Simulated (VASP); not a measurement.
A run of VASP 6.6.1:

INCAR

```
SYSTEM = Os
PREC = Accurate ; ENCUT = 520
EDIFF = 1E-6 ; ISMEAR = 0
SIGMA = 0.1 ; LREAL = .False.
LASPH = .True. ; NELM = 150
ALGO = Normal ; ISIF = 2
LWAVE = .False. ; LCHARG = .True.
ISPIN = 2 ; MAGMOM = 0.3
LORBIT = 11 ; LMAXMIX = 4
GGA = RE ; LELF = .True.
LVHAR = .True. ; NBANDS = 14
```

File KPOINTS:

```
Automatic mesh
0
Gamma
  3 3 3
  0 0 0
```

Contents of POSCAR:

```
Os
1.0
    0.0000000000      1.9960377139      1.9960377139
    1.9960377139      0.0000000000      1.9960377139
    1.9960377139      1.9960377139      0.0000000000
Os
1
Direct
    0.0000000000      0.0000000000      0.0000000000
```

Potentials or basis: VASP PAW PBE potentials, release 64 (Os).

The run is started by

```console
$ cat potpaw_PBE.64/Os/POTCAR > POTCAR
$ mpirun -np 1 vasp_std > vasp.out
```

Hardware: 1 thread of AMD EPYC 7R13, with other jobs on the host.

Task: How long does it take, and how much memory?

Result: Run time: 8.9 s on 1 thread of AMD EPYC 7R13, with other jobs on the host, peak memory 0.12 GiB. Counts: scf iterations 12, k points 4.
